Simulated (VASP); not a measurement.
# CsCu2 (Fm-3m) in VASP: notebook

CsCu2 is run at these levels: PBE; tasks: relaxation of cell and atoms, single point.

Program: VASP 6.6.1. These are calculated values, not measurements. Logs are shortened: lines on timing, memory, paths and dates and some standing lists are left out, and cuts for length are marked.

### Step 1. The cell of the first run

Symmetry: Fm-3m, No. 225, cubic system. Conventional cell: a = 6.527 Å, b = 6.527 Å, c = 6.527 Å, α = 90.00°, β = 90.00°, γ = 90.00°. Within 3.7 Å of Cs (site symmetry m-3m) lie 8 Cu at 2.83 Å. Cu (site symmetry -43m) has 4 Cs at 2.83 Å and 6 Cu at 3.26 Å within 3.7 Å.

### Step 2. Relaxation of cell and atoms, PBE

Input file INCAR:

```
SYSTEM = CsCu2
ALGO = Fast
EDIFF = 1E-6
EDIFFG = -0.04
ENCUT = 600
GGA = PE
IBRION = 2
ISIF = 3
ISMEAR = 0
LASPH = .True.
LCHARG = .False.
LREAL = .False.
LWAVE = .False.
NELM = 100
NSW = 90
PREC = Accurate
SIGMA = 0.1
```

Input file KPOINTS:

```
k-points
0
Gamma
  4 4 4
  0 0 0
```

Input file POSCAR:

```
CsCu2
1.0
    0.0000000000      3.2635554252      3.2635554252
    3.2635554252      0.0000000000      3.2635554252
    3.2635554252      3.2635554252      0.0000000000
Cs Cu
1 2
Direct
    0.0000000000      0.0000000000      0.0000000000
    0.2500000000      0.2500000000      0.2500000000
    0.7500000000      0.7500000000      0.7500000000
```

Potentials or basis: VASP PAW PBE potentials, release 64 (Cs_sv, Cu).

On the command line:

```
$ cat potpaw_PBE.64/Cs_sv/POTCAR potpaw_PBE.64/Cu/POTCAR > POTCAR
$ mpirun -np 1 vasp_std > vasp.out
```

OUTCAR:

```text
SYSTEM = CsCu2
   EDIFF = 1E-6
   EDIFFG = -0.04
   ENCUT = 600
   GGA = PE
   IBRION = 2
   ISIF = 3
   ISMEAR = 0
   LASPH = .True.
   LREAL = .False.
   NELM = 100
   NSW = 90
   PREC = Accurate

 ion  position               nearest neighbor table
   1  0.000  0.000  0.000-   3 2.83   3 2.83   3 2.83   2 2.83   3 2.83   2 2.83   2 2.83   2 2.83

   2  0.250  0.250  0.250-   1 2.83   1 2.83   1 2.83   1 2.83
   3  0.750  0.750  0.750-   1 2.83   1 2.83   1 2.83   1 2.83

  LATTYP: Found a face centered cubic cell.
 ALAT       =     6.5271108504

  Lattice vectors:

 A1 = (   0.0000000000,   3.2635554252,   3.2635554252)
 A2 = (   3.2635554252,   0.0000000000,   3.2635554252)
 A3 = (   3.2635554252,   3.2635554252,   0.0000000000)

Analysis of symmetry for initial positions (statically):
=====================================================================
 Subroutine PRICEL returns:
 Original cell was already a primitive cell.

 Routine SETGRP: Setting up the symmetry group for a
 face centered cubic supercell.

 Subroutine GETGRP returns: Found 48 space group operations
 (whereof 48 operations were pure point group operations)
 out of a pool of 48 trial point group operations.

The static configuration has the point symmetry O_h .

Analysis of symmetry for dynamics (positions and initial velocities):
=====================================================================
 Subroutine PRICEL returns:
 Original cell was already a primitive cell.

 Routine SETGRP: Setting up the symmetry group for a
 face centered cubic supercell.

 Subroutine GETGRP returns: Found 48 space group operations
 (whereof 48 operations were pure point group operations)
 out of a pool of 48 trial point group operations.

The dynamic configuration has the point symmetry O_h .

 Subroutine INISYM returns: Found 48 space group operations
 (whereof 48 operations are pure point group operations),
 and found     1 'primitive' translations

----------------------------------------------------------------------------------------

                                     Primitive cell

  volume of cell :      69.5189

  direct lattice vectors                    reciprocal lattice vectors
     0.000000000  3.263555425  3.263555425    -0.153207142  0.153207142  0.153207142
     3.263555425  0.000000000  3.263555425     0.153207142 -0.153207142  0.153207142
     3.263555425  3.263555425  0.000000000     0.153207142  0.153207142 -0.153207142

  length of vectors
     4.615364344  4.615364344  4.615364344     0.265362554  0.265362554  0.265362554

  position of ions in fractional coordinates (direct lattice)
     0.000000000  0.000000000  0.000000000
     0.250000000  0.250000000  0.250000000
     0.750000000  0.750000000  0.750000000

  ion indices of the primitive-cell ions
   primitive index   ion index
                 1           1
                 2           2
                 3           3

----------------------------------------------------------------------------------------

 KPOINTS: k-points

Automatic generation of k-mesh.
 Grid dimensions read from file:
 generate k-points for:    4    4    4

 Generating k-lattice:

  Cartesian coordinates                     Fractional coordinates (reciprocal lattice)
    -0.038301786  0.038301786  0.038301786     0.250000000  0.000000000  0.000000000
     0.038301786 -0.038301786  0.038301786     0.000000000  0.250000000  0.000000000
     0.038301786  0.038301786 -0.038301786     0.000000000  0.000000000  0.250000000

  Length of vectors
     0.066340639  0.066340639  0.066340639

  Shift w.r.t. Gamma in fractional coordinates (k-lattice)
     0.000000000  0.000000000  0.000000000

 Subroutine IBZKPT returns following result:
 ===========================================

 Found      8 irreducible k-points:

 Following reciprocal coordinates:
            Coordinates               Weight
  0.000000  0.000000  0.000000      1.000000
  0.250000  0.000000  0.000000      8.000000
  0.500000  0.000000  0.000000      4.000000
  0.250000  0.250000  0.000000      6.000000
  0.500000  0.250000  0.000000     24.000000
 -0.250000  0.250000  0.000000     12.000000
  0.500000  0.500000  0.000000      3.000000
 -0.250000  0.500000  0.250000      6.000000
   k-points           NKPTS =      8   k-points in BZ     NKDIM =      8   number of bands    NBANDS=     19
   number of dos      NEDOS =    301   number of ions     NIONS =      3
   total plane-waves  NPLWV =  64000
   dimension x,y,z NGX =    40 NGY =   40 NGZ =   40
   dimension x,y,z NGXF=    80 NGYF=   80 NGZF=   80
   ions per type =               1   2
   NGX,Y,Z   is equivalent  to a cutoff of  14.41, 14.41, 14.41 a.u.
   NGXF,Y,Z  is equivalent  to a cutoff of  28.82, 28.82, 28.82 a.u.
 SYSTEM =  CsCu2
   PREC   = accura    normal or accurate (medium, high low for compatibility)
   ISTART =      0    job   : 0-new  1-cont  2-samecut
   ICHARG =      2    charge: 1-file 2-atom 10-const
   ISPIN  =      1    spin polarized calculation?
   LNONCOLLINEAR =      F non collinear calculations
   LSORBIT =      F    spin-orbit coupling
   LASPH  =      T    aspherical Exc in radial PAW
   ENCUT  =  600.0 eV  44.10 Ry    6.64 a.u.   9.22  9.22  9.22*2*pi/ulx,y,z
   NELM   =    100;   NELMIN=  2; NELMDL= -5     # of ELM steps
   EDIFF  = 0.1E-05   stopping-criterion for ELM
   LREAL  =      F    real-space projection
   EDIFFG = -.4E-01   stopping-criterion for IOM
   NSW    =     90    number of steps for IOM
   IBRION =      2    ionic relax: 0-MD 1-quasi-New 2-CG
   NFREE  =      1    steps in history (QN), initial steepest desc. (CG)
   ISIF   =      3    stress and relaxation
   ISYM   =      2    0-nonsym 1-usesym 2-fastsym
   POTIM  = 0.5000    time-step for ionic-motion
   TEBEG  =    0.0;   TEEND  =   0.0 temperature during run
   PSTRESS=    0.0 pullay stress
   NELECT =      31.0000    total number of electrons
   NUPDOWN=      -1.0000    fix difference up-down
   EMIN   =  10.00;   EMAX   =-10.00  energy-range for DOS
   EFERMI =   0.00;   METHOD = LEGACY
   ISMEAR =     0;   SIGMA  =   0.10  broadening in eV -4-tet -1-fermi 0-gaus
   EFERMI_NEDOS =   21; number of points for ismear=-14 and -15
   IALGO  =     68    algorithm
   IMIX   =      4    mixing-type and parameters
     AMIX     =   0.40;   BMIX     =  1.00
     AMIX_MAG =   1.60;   BMIX_MAG =  1.00
  volume/ion in A,a.u.               =      23.17       156.38
  Fermi-wavevector in a.u.,A,eV,Ry     =   1.250723  2.363523 21.283696  1.564308
  Thomas-Fermi vector in A             =   2.384704
   LORBIT       =      0    0 simple, 1 ext, 2 COOP (PROOUT), +10 PAW based schemes
   GGA     = PE    functional components
   LHFCALC =     F    Hartree Fock is set to
   AEXX    =    0.0000 exact exchange contribution
   IVDW    =     0    specifies the selected vdW correction
   LEPSILON=     F    determine dielectric tensor
   LRPA    =     F    only Hartree local field effects (RPA)
 conjugate gradient relaxation of ions
 non-spin polarized calculation
 RMM-DIIS sequential band-by-band and
 Gauss-broadening in eV      SIGMA  =   0.10
  energy-cutoff  :      600.00
  volume of cell :       69.52
 maximum number of plane-waves:      2332
 NGX is ok and might be reduce to    40
   NGX = 19   NGY = 19   NGZ = 19

--------------------------------------- Ionic step        1  -------------------------------------------

 number of electron      31.0000006 magnetization

 Free energy of the ion-electron system (eV)
  ---------------------------------------------------
  ext. energy  EPLUGINS =         0.00000000
  ---------------------------------------------------
  free energy    TOTEN  =        -3.07934816 eV

  energy without entropy =       -3.04848455  energy(sigma->0) =       -3.06391636

 E-fermi :   4.1794     XC(G=0):  -9.9231

 val. band max:        4.0949383138   @ k =   0.2500   0.0000   0.0000
 cond. band min:       4.2029218077   @ k =  -0.2500   0.5000   0.2500
 fundamental gap:      0.1079834939
 Fermi energy:         4.1793915658

 k-point     1 :       0.0000    0.0000    0.0000
  band No.  band energies     occupation
      1     -18.2581      2.00000
      2      -5.2239      2.00000
      3      -5.2239      2.00000
      4      -5.2239      2.00000
      5       0.0562      2.00000
      6       0.8058      2.00000
[... 11 lines left out ...]
     18       5.1561      0.00000
     19       7.1994      0.00000
[... 260 lines left out ...]
  energy  without entropy=       -4.3496262757  energy(sigma->0) =       -4.36914517

--------------------------------------- Ionic step        4  -------------------------------------------

 number of electron      30.9999993 magnetization

 E-fermi :   0.1810     XC(G=0):  -7.3847

 val. band max:        0.1525721944   @ k =   0.5000   0.5000   0.0000
 cond. band min:       0.2120345014   @ k =  -0.2500   0.2500   0.0000
 fundamental gap:      0.0594623070
 Fermi energy:         0.1810311804

 k-point     1 :       0.0000    0.0000    0.0000
  band No.  band energies     occupation
      1     -21.1382      2.00000
      2      -8.0274      2.00000
      3      -8.0274      2.00000
      4      -8.0274      2.00000
      5      -2.2969      2.00000
      6      -1.0518      2.00000
[... 11 lines left out ...]
     18       2.5673      0.00000
     19       2.5673      0.00000
[... 260 lines left out ...]
  energy  without entropy=       -4.4092576547  energy(sigma->0) =       -4.42571600

--------------------------------------- Ionic step        7  -------------------------------------------

 number of electron      31.0000028 magnetization

 Free energy of the ion-electron system (eV)
  ---------------------------------------------------
  ext. energy  EPLUGINS =         0.00000000
  ---------------------------------------------------
  free energy    TOTEN  =        -4.44393795 eV

  energy without entropy =       -4.40972822  energy(sigma->0) =       -4.42683309

 E-fermi :  -0.0650     XC(G=0):  -7.1773

 val. band max:       -0.0661553909   @ k =   0.5000   0.5000   0.0000
 cond. band min:      -0.0286707814   @ k =  -0.2500   0.2500   0.0000
 fundamental gap:      0.0374846095
 Fermi energy:        -0.0649703132

 k-point     1 :       0.0000    0.0000    0.0000
  band No.  band energies     occupation
      1     -21.3909      2.00000
      2      -8.2688      2.00000
      3      -8.2688      2.00000
      4      -8.2688      2.00000
      5      -2.4126      2.00000
      6      -1.1880      2.00000
[... 11 lines left out ...]
     18       2.3924      0.00000
     19       2.3925      0.00000
[... 182 lines left out ...]
  FREE ENERGIE OF THE ION-ELECTRON SYSTEM (eV)
  ---------------------------------------------------
  free  energy   TOTEN  =        -4.4439379510 eV

  energy  without entropy=       -4.4097282219  energy(sigma->0) =       -4.42683309

 reached required accuracy - stopping structural energy minimisation
```

Wall time 5.4 min (1 thread of Intel Xeon 8259CL, shared host); peak memory 0.25 GiB.

Results:

* Free energy: -4.4439 eV
* Relaxed volume: 43.16 Å³/atom
* Relaxed cell: a = 5.679 Å, b = 5.679 Å, c = 5.679 Å, α = 60.00°, β = 60.00°, γ = 60.00°
* Space group after relaxing (to 0.1 Å): Fm-3m (No. 225)
* Energy gained by relaxing: 454.9 meV/atom
* Ionic steps: 7
* Pressure after relaxing: 0.1 GPa
* Band gap on the k mesh: zero (an odd number of electrons rules out a gap without spin polarisation)

Step by step:
| step | energy change (eV) | largest force (eV/Å) | pressure (GPa) | volume (Å³) |
| --- | --- | --- | --- | --- |
| 1 | 0.0000 | 0.0000 | 11.72 | 69.52 |
| 2 | -0.8854 | 0.0000 | 4.94 | 88.01 |
| 3 | -1.3093 | 0.0000 | 1.01 | 112.92 |
| 4 | -1.3553 | 0.0000 | 0.63 | 122.76 |
| 5 | -1.3438 | 0.0000 | -0.43 | 144.12 |
| 6 | -1.3628 | 0.0000 | -0.19 | 134.36 |
| 7 | -1.3646 | 0.0000 | 0.07 | 129.48 |

Final structure:
```cif
data_structure
_symmetry_space_group_name_H-M 'P 1'
_symmetry_Int_Tables_number 1
_cell_length_a 5.6786
_cell_length_b 5.6786
_cell_length_c 5.6786
_cell_angle_alpha 60.000
_cell_angle_beta 60.000
_cell_angle_gamma 60.000
_cell_volume 129.48
loop_
_atom_site_label
_atom_site_type_symbol
_atom_site_fract_x
_atom_site_fract_y
_atom_site_fract_z
_atom_site_occupancy
Cs1 Cs 0.00000 0.00000 0.00000 1
Cu1 Cu 0.25000 0.25000 0.25000 1
Cu2 Cu 0.75000 0.75000 0.75000 1
```

Caveat: the k points lie up to 0.34 Å⁻¹ apart in the final cell, too coarse for converged energies and pressures of a metal; the volume moved by over 15 % at a fixed basis, so the end points are rough; spin-orbit coupling is left out, which moves the levels of the heavy elements.

### Step 3. Single point, PBE

This run uses another cell than the first one, of 44.52 Å³/atom.

Input file INCAR:

```
SYSTEM = CsCu2
ALGO = Fast ; EDIFF = 1E-6
ENCUT = 520 ; GGA = PE
ISIF = 2 ; ISMEAR = 0
LASPH = .TRUE. ; LCHARG = .TRUE.
LELF = .TRUE. ; LREAL = .FALSE.
LVHAR = .TRUE. ; LWAVE = .FALSE.
NBANDS = 22 ; NELM = 60
PREC = Accurate ; SIGMA = 0.1
```

Input file KPOINTS:

```
k-points
0
G
  10 10 10
  0 0 0
```

Input file POSCAR:

```
CsCu2
1.0
    0.0000000000      4.0570087064      4.0570087064
    4.0570087064      0.0000000000      4.0570087064
    4.0570087064      4.0570087064      0.0000000000
Cs Cu
1 2
Direct
    0.0000000000      0.0000000000      0.0000000000
    0.2500000000      0.2500000000      0.2500000000
    0.7500000000      0.7500000000      0.7500000000
```

Potentials or basis: VASP PAW PBE potentials, release 64 (Cs_sv, Cu).

On the command line:

```
$ cat potpaw_PBE.64/Cs_sv/POTCAR potpaw_PBE.64/Cu/POTCAR > POTCAR
$ mpirun -np 1 vasp_std > vasp.out
```

Run time: 5.5 min. Hardware: 1 thread of Intel Xeon 8259CL, shared host; peak memory 0.39 GiB.

The run converged. Its results:

| Item | Value |
| --- | --- |
| Free energy | -4.4915 eV |
| Pressure | 0.0 GPa |
| Band gap on the k mesh | zero (an odd number of electrons rules out a gap without spin polarisation) |

Levels at points of the mesh, in eV from the Fermi level:
```csv
k point,band 13,band 14,band 15,band 16,band 17,band 18
"(0.00, 0.00, 0.00)",-0.86,-0.77,-0.77,1.58,2.49,2.49
"(0.50, 0.00, 0.00)",-0.91,-0.85,-0.85,-0.17,3.00,3.00
"(0.50, 0.50, 0.00)",-0.84,-0.78,-0.12,0.01,1.15,3.37
```

Caveat: spin-orbit coupling is left out, which moves the levels of the heavy elements.

[end of part 1 of 2]

The gap in the log of VASP goes by the Fermi energy; the results here count the filled bands.